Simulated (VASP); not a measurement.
Wanted: the native input for a VASP 6.6.1 run.

```
Task                   : single point
Functional             : PBE
Potentials or basis    : VASP PAW PBE potentials, release 64 (S)
Cutoff                 : 520 eV
k mesh                 : 8 × 8 × 12
Occupations            : gaussian, width 0.1 eV
Spin                   : no spin polarisation
Dipole correction      : no
Further INCAR settings : ALGO = Normal; EDIFF = 1e-07; NBANDS = 20
```

The structure of S lies in POSCAR:

```
S
1.0
    5.6780537900      0.0000000000      0.0000000000
    0.0000000000      5.6780537900      0.0000000000
    0.0000000000      0.0000000000      2.9496155800
S
4
Direct
    0.8833913800      0.8833913800      0.5000000000
    0.1166086200      0.1166086200      0.5000000000
    0.3833913800      0.6166086200      0.0000000000
    0.6058426072      0.4067497357     -0.0116049021
```

This cell differs from its parent crystal: one atom moved.

One way to write it, as run:

INCAR

```
PREC = Accurate ; ENCUT = 520
EDIFF = 1E-7 ; ISMEAR = 0
SIGMA = 0.1 ; LREAL = False
LASPH = True ; NELM = 80
ALGO = Normal ; ISIF = 2
LWAVE = False ; LCHARG = False
GGA = PE ; NBANDS = 20
```

KPOINTS

```
regular mesh
0
Gamma
  8 8 12
```

Potentials or basis: VASP PAW PBE potentials, release 64 (S).

The run is started by

```bash
$ cat potpaw_PBE.64/S/POTCAR > POTCAR
$ mpirun -np 1 vasp_std > vasp.out
```

It gave:

```
Pressure               : 7.9 GPa
Largest force          : 6.638 eV/Å
Band gap on the k mesh : zero (bands 12 and 13 overlap by 1.93 eV)
```

Caveat: the cell differs from its parent crystal (one atom moved); the stress differs along the axes, from 1 to 12 GPa; this functional lacks dispersion, which holds the molecules together, so the pressure and a relaxed volume are unreliable; forces of over 1 eV/Å act on the atoms, so gaps and moduli don't describe the material at rest.

Run time: 7.8 min on 1 thread of Intel(R) Xeon(R) Platinum 8488C (Sapphire Rapids) (shared host), peak memory 0.55 GiB.
